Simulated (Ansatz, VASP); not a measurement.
**CdTe: VASP beside Ansatz**

Contents of POSCAR:

```
CdTe
1.0
    0.0000000000      3.1140017927      3.2778966239
    3.2778966239      0.0000000000      3.2778966239
    3.2778966239      3.1140017927      0.0000000000
Cd Te
1 1
Direct
    0.0000000000      0.0000000000      0.0000000000
    0.7500000000      0.7500000000      0.7500000000
```

Contents of INCAR.step1:

```
SYSTEM = CdTe
PREC = Accurate
ENCUT = 520
ISMEAR = 0
SIGMA = 0.05
LREAL = .False.
LASPH = .True.
NELM = 80
NBANDS = 16
GGA = PE
ALGO = Normal
EDIFF = 1E-4
LWAVE = .True.
LCHARG = .False.
```

The input INCAR.step2:

```
SYSTEM = CdTe
PREC = Accurate
ENCUT = 520
EDIFF = 1E-7
ISMEAR = 0
SIGMA = 0.05
LREAL = .False.
LASPH = .True.
NELM = 80
ALGO = Normal
ISIF = 2
LWAVE = .False.
LCHARG = .False.
METAGGA = R2SCAN
LMIXTAU = .True.
NBANDS = 16
ISTART = 1
```

KPOINTS

```
regular mesh
0
Gamma
  8 8 8
  0 0 0
```

Input for Ansatz:

```yaml
crystal:
  lattice:
    - [0.0, 3.1140017927, 3.2778966239]
    - [3.2778966239, 0.0, 3.2778966239]
    - [3.2778966239, 3.1140017927, 0.0]
  atoms:
    - { symbol: Cd, position: [0.0, 0.0, 0.0] }
    - { symbol: Te, position: [0.75, 0.75, 0.75] }
basis:
  ecutwfc: 500
kpoints:
  mp_grid: { grid: [8, 8, 8] }
hamiltonian:
  xc: r2scan
scf:
  occupations: { method: gaussian, width: 0.05 }
output:
  forces: true
  stress: true
  eigenvalues: true
```

Change from the starting cell: strain -0.0500 x Voigt [0, 1, 0, 0, 0, 0], atoms carried along.

Alike in both runs: task single point; functional r2SCAN; k mesh 8 × 8 × 8; occupations gaussian, width 0.05 eV; no spin polarisation.

```csv
,VASP,Ansatz
version,VASP 6.6.1,Ansatz 0.2.0
potentials or method,"VASP PAW PBE potentials, release 64 (Cd, Te), cutoff 520 eV","scalar-relativistic, plane waves, PAW"
valence electrons in the cell,18,36
```

```csv
,VASP,Ansatz,Ansatz less VASP
gap on the k mesh at the Fermi level (eV),1.22,1.22,+0.006
least direct gap on the mesh (eV),1.22,1.22,+0.006
pressure (GPa),2.4,2.3,-0.13
"traceless stress, the component that is largest in VASP (GPa)",0.45,0.45,0.000
```

VASP's potentials were made for PBE, not for r2SCAN. VASP's potentials hold 18 valence electrons a cell and Ansatz's 36, so a difference there can come from the potentials and not from the codes.

Spin-orbit coupling is off throughout.
